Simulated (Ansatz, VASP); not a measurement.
## AlN: VASP beside Ansatz

```xyz
2
Lattice="0.0000 2.0046 2.0046 2.0046 0.0000 2.0046 2.0046 2.0046 0.0000" Properties=species:S:1:pos:R:3 pbc="T T T"
Al    2.0046    2.0046    2.0046
N     0.0000    0.0000    0.0000
```

Alike in both runs: functional LDA; k mesh 8 × 8 × 8; occupations gaussian, width 0.1 eV; no spin polarisation.

Ansatz relaxed the structure, and its values are those at the end. VASP's run is a single point on that final structure, the one shown.

|  | VASP | Ansatz |
| --- | --- | --- |
| version | VASP 6.6.1 | Ansatz 0.2.0 |
| potentials or method | VASP PAW LDA potentials, release 64 (Al, N), cutoff 600 eV | scalar-relativistic, plane waves, PAW |
| valence electrons in the cell | 8 | 8 |

Ansatz gave:

```
gap on the k mesh at the Fermi level (eV) : 4.72
least direct gap on the mesh (eV)         : 6.12
pressure (GPa)                            : 0.2
```

Problem. Which values does VASP return?

Solution. gap on the k mesh at the Fermi level (eV): 4.71; least direct gap on the mesh (eV): 6.14; pressure (GPa): 0.9.

Ansatz warns that its potentials were made for another functional, while VASP's fit it. LDA's correlation is that of Perdew and Zunger in VASP and of Perdew and Wang (1992) in Ansatz.
